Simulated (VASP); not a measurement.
Write the native input for VASP 6.6.1 that does the following.

```
Task                   : relaxation of cell and atoms
Functional             : PBE
Potentials or basis    : VASP PAW PBE potentials, release 64 (Ta_pv, Si, W_sv)
Cutoff                 : 600 eV
k mesh                 : 10 × 10 × 4
Occupations            : gaussian, width 0.1 eV
Spin                   : no spin polarisation
Dipole correction      : no
Further INCAR settings : ALGO = Normal; EDIFF = 1e-07; IBRION = 2; EDIFFG = -0.01; NSW = 100; ISIF = 3
```

The structure of TaSi4W lies in POSCAR:

```
TaSi4W
1.0
    3.2525227124      0.0000000000      0.0000000000
    0.0000000000      3.2525227124      0.0000000000
    0.0000000000      0.0000000000      8.0528498797
Ta Si W
1 4 1
Direct
    0.0000000000      0.0000000000      0.0000000000
    0.5000000000      0.5000000000      0.8290298631
    0.5000000000      0.5000000000      0.1709701369
    0.0000000000      0.0000000000      0.6632575252
    0.0000000000      0.0000000000      0.3367424748
    0.5000000000      0.5000000000      0.5000000000
```

The input as run:

INCAR

```
ALGO = Normal ; EDIFF = 1E-7
EDIFFG = -0.01 ; ENCUT = 600
GGA = PE ; IBRION = 2
ISIF = 3 ; ISMEAR = 0
LASPH = T ; LCHARG = F
LREAL = F ; LWAVE = F
NELM = 60 ; NSW = 100
PREC = Accurate ; SIGMA = 0.1
```

KPOINTS

```
k-points
0
Gamma
  10 10 4
```

Potentials or basis: VASP PAW PBE potentials, release 64 (Ta_pv, Si, W_sv).

Run with:

```console
$ cat potpaw_PBE.64/Ta_pv/POTCAR potpaw_PBE.64/Si/POTCAR potpaw_PBE.64/W_sv/POTCAR > POTCAR
$ mpirun -np 1 vasp_std > vasp.out
```

It gave:

```json
{"Energy gained by relaxing": "0.0 meV/atom", "Ionic steps": "6", "Pressure after relaxing": "0.0 GPa", "Largest force after relaxing": "0.010 eV/Å", "Band gap on the k mesh": "zero (an odd number of electrons rules out a gap without spin polarisation)"}
```

Caveat: spin-orbit coupling is left out, which moves the levels of the heavy elements.

It took 6.4 min on 1 thread of AMD EPYC 7R13 Processor (Zen 3) (shared host), peak memory 0.31 GiB.
